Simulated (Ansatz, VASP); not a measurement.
## One calculation of Cu, two programs

```
CELL_PARAMETERS angstrom
1.44509 -1.44509 -1.36001
1.44509 1.44509 -1.36001
2.89018 0.00000 2.72001
ATOMIC_POSITIONS crystal
Cu 0.00000 0.00000 0.00000
Cu 0.50000 0.50000 0.50000
```

Alike in both runs: task single point; functional PBEsol; k mesh 14 × 14 × 8; occupations gaussian, width 0.15 eV; no spin polarisation.

|  | VASP | Ansatz |
| --- | --- | --- |
| version | VASP 6.6.1 | Ansatz 0.2.0 |
| potentials or method | VASP PAW PBE potentials, release 64 (Cu), cutoff 520 eV | scalar-relativistic, plane waves, PAW |
| valence electrons in the cell | 22 | 38 |

|  | VASP | Ansatz | Ansatz less VASP |
| --- | --- | --- | --- |
| gap on the k mesh at the Fermi level (eV) | none | none | - |
| pressure (GPa) | 1.1 | 0.0 | -1.09 |
| traceless stress, the component that is largest in VASP (GPa) | -0.06 | -0.01 | +0.048 |

VASP's potentials were made for PBE, not for PBEsol. A gap of «none» marks a metal or a gap that the smearing closes. With one functional, cell and mesh, what is left measures potentials, basis and numerics. VASP's potentials hold 22 valence electrons a cell and Ansatz's 38, so a difference there can come from the potentials and not from the codes.
